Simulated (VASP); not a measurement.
Input of a VASP 6.6.1 run:

File INCAR:

```
ALGO = Normal
EDIFF = 1E-8
ENCUT = 520
GGA = PE
ISIF = 2
ISMEAR = -1
LASPH = True
LCHARG = False
LEFG = True
LREAL = False
LWAVE = False
NBANDS = 13
NELM = 80
PREC = Accurate
SIGMA = 0.05
```

Contents of KPOINTS:

```
k-points
0
Gamma
  14 14 14
```

Contents of POSCAR:

```
W
1.0
    0.0000000000      2.0632846043      2.0632846043
    2.0632846043      0.0000000000      2.0632846043
    2.0632846043      2.0632846043      0.0000000000
W
1
Direct
    0.0000000000      0.0000000000      0.0000000000
```

Potentials or basis: VASP PAW PBE potentials, release 64 (W_sv).

The run is started by

```console
$ cat potpaw_PBE.64/W_sv/POTCAR > POTCAR
$ mpirun -np 1 vasp_std > vasp.out
```

Question: What does it give for the band gap on the k mesh?

Answer: Zero (band 7 reaches 12.28 eV, above the bottom of band 8 at 9.10 eV).

Question: Estimate the pressure.

Answer: -16.0 GPa.

Caveat: without QUAD_EFG the Cq values of the log hold for a quadrupole moment of 1 mb, not for the nuclei; spin-orbit coupling is left out, which moves the levels of the heavy elements.
